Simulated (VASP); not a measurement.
InP: relaxation of cell and atoms with PBE

The system is InP.

```
CELL_PARAMETERS angstrom
4.22832 0.00000 0.00000
-2.11416 3.66183 0.00000
0.00000 0.00000 5.83139
ATOMIC_POSITIONS crystal
In 0.33333 0.66667 0.25000
In 0.66667 0.33333 0.75000
P 0.00000 0.00000 0.00000
P 0.00000 0.00000 0.50000
```

The cell was built from a structure type or drawn by symmetry, and may not be a known phase.

* Program: VASP 6.6.1
* Task: relaxation of cell and atoms
* Functional: PBE
* Potentials or basis: VASP PAW PBE potentials, release 64 (In_d, P)
* Cutoff: 600 eV
* k mesh: 12 × 12 × 8
* Occupations: gaussian, width 0.1 eV
* Spin: no spin polarisation
* Dipole correction: no
* Further INCAR settings: ALGO = Normal; EDIFF = 1e-06; IBRION = 2; EDIFFG = -0.01; NSW = 100; ISIF = 3

```json
{"Relaxed volume": "21.99 Å³/atom", "Relaxed cell": "a = 3.959 Å, b = 3.959 Å, c = 6.480 Å, α = 90.00°, β = 90.00°, γ = 120.00°", "Space group after relaxing (to 0.1 Å)": "P6_3/mmc (No. 194)", "Energy gained by relaxing": "30.9 meV/atom", "Ionic steps": "10", "Pressure after relaxing": "0.0 GPa", "Band gap on the k mesh": "zero (bands 18 and 19 overlap by 1.48 eV)"}
```

The path:
| step | energy change (eV) | largest force (eV/Å) | pressure (GPa) | volume (Å³) |
| --- | --- | --- | --- | --- |
| 1 | 0.0000 | 0.0000 | 0.32 | 90.29 |
| 2 | -0.0495 | 0.0000 | -0.29 | 90.85 |
| 3 | -0.0862 | 0.0000 | -1.23 | 91.55 |
| 4 | -0.0900 | 0.0000 | -1.53 | 91.77 |
| 5 | -0.1093 | 0.0000 | 0.55 | 88.15 |
| 6 | -0.1094 | 0.0000 | 0.39 | 88.40 |
| 7 | -0.1145 | 0.0000 | 0.23 | 88.29 |
| 8 | -0.1231 | 0.0000 | -0.04 | 87.87 |
| 9 | -0.1236 | 0.0000 | 0.00 | 87.98 |
| 10 | -0.1236 | 0.0000 | -0.02 | 87.95 |

Final structure:
```
In P
1.0
     3.95883    0.00000    0.00000
    -1.97941    3.42844    0.00000
     0.00000    0.00000    6.47984
In P
2 2
Direct
  0.33333 0.66667 0.25000
  0.66667 0.33333 0.75000
  0.00000 0.00000 0.00000
  0.00000 0.00000 0.50000
```

Levels at points of the mesh, in eV from the Fermi level:
```
           k point  band 16  band 17  band 18  band 19  band 20  band 21
(0.00, 0.00, 0.00)    -0.65     0.26     0.28     0.28     3.09     3.09
(0.50, 0.00, 0.00)    -3.22    -2.58    -0.20     1.33     1.49     2.87
(0.00, 0.00, 0.50)    -0.49    -0.49    -0.49     1.17     1.17     4.56
(0.50, 0.00, 0.50)    -2.18    -1.72    -1.72     0.07     0.07     3.20
```

It took 28 min on 1 thread of Intel Xeon 8259CL (shared host), peak memory 0.4 GiB.

Caveat: spin-orbit coupling is left out, which moves the levels of the heavy elements.
